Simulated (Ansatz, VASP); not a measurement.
## Sn3Se: VASP beside Ansatz

```
Sn Se
1.0
     4.74188    0.00000    0.00000
     0.00000    4.74188    0.00000
     0.00000    0.00000    4.74188
Sn Se
3 1
Cartesian
  2.3709 2.3709 0.0000
  2.3709 0.0000 2.3709
  0.0000 2.3709 2.3709
  0.0000 0.0000 0.0000
```

Alike in both runs: functional PBE; k mesh 6 × 6 × 6; occupations fermi-dirac, width 0.05 eV; no spin polarisation.

|  | VASP | Ansatz |
| --- | --- | --- |
| version | VASP 6.6.1 | Ansatz 0.2.0 |
| potentials or method | VASP PAW PBE potentials, release 64 (Sn_d, Se) | Ansatz PAW |
| plane-wave cutoff (eV) | 520 | 420 |
| valence electrons in the cell | 48 | 58 |
| task | single point | band structure |

```csv
,VASP,Ansatz,Ansatz less VASP
gap on the k mesh at the Fermi level (eV),none,none,-
pressure (GPa),0.2,0.3,+0.04
```

A gap of «none» marks a metal or a gap that the smearing closes. VASP's potentials hold 48 valence electrons a cell and Ansatz's 58, so a difference there can come from the potentials and not from the codes.
